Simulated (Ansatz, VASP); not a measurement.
## Two plane-wave programs on Au

File INCAR:

```
SYSTEM = Au
PREC     = Accurate       ! precision mode
ENCUT    = 520            ! plane-wave cutoff, eV
EDIFF    = 1E-7           ! SCF threshold, eV
ISMEAR   = -1             ! smearing method
SIGMA    = 0.08           ! smearing width, eV
LREAL    = .FALSE.        ! projectors in reciprocal space
LASPH    = .TRUE.         ! aspherical terms in the spheres
NELM     = 80             ! most SCF steps
ALGO     = Normal         ! electronic algorithm
ISIF     = 2              ! what is computed and relaxed
LWAVE    = .FALSE.        ! write WAVECAR
LCHARG   = .FALSE.        ! write CHGCAR
NBANDS   = 12             ! bands
```

KPOINTS

```
Automatic mesh
0
G
  18 18 18
  0 0 0
```

POSCAR

```
Au
1.0
    0.0000000000      1.9827908268      1.9827908268
    1.9827908268      0.0000000000      1.9827908268
    1.9827908268      1.9827908268      0.0000000000
Au
1
Direct
    0.0000000000      0.0000000000      0.0000000000
```

Input for Ansatz:

```yaml
crystal:
  lattice:
    - [0.0, 1.9827908268, 1.9827908268]
    - [1.9827908268, 0.0, 1.9827908268]
    - [1.9827908268, 1.9827908268, 0.0]
  atoms:
    - { symbol: Au, position: [0.0, 0.0, 0.0] }
kpoints:
  mp_grid: { grid: [18, 18, 18] }
scf:
  occupations: { method: fermi_dirac, width: 0.08 }
hamiltonian:
  xc: lda
  pseudopotentials: { kind: paw }
output:
  forces: true
  stress: true
  eigenvalues: true
  populations: true
```

Change from the starting cell: volume scaled by 0.94, PAW files.

Alike in both runs: task single point; functional LDA; k mesh 18 × 18 × 18; occupations fermi-dirac, width 0.08 eV; no spin polarisation.

|  | VASP | Ansatz |
| --- | --- | --- |
| version | VASP 6.6.1 | Ansatz 0.2.0 |
| potentials or method | VASP PAW LDA potentials, release 64 (Au) | PAW with Ansatz's default frozen-core files, scalar-relativistic |
| plane-wave cutoff (eV) | 520 | 420 |
| valence electrons in the cell | 11 | 19 |

Ansatz gave:

| Item | Value |
| --- | --- |
| pressure (GPa) | 14.3 |

Which values does VASP return?

Pressure (GPa): 14.9.

LDA's correlation is that of Perdew and Zunger in VASP and of Perdew and Wang (1992) in Ansatz. VASP's potentials hold 11 valence electrons a cell and Ansatz's 19, so a difference there can come from the potentials and not from the codes.

Neither program's run includes spin-orbit coupling.
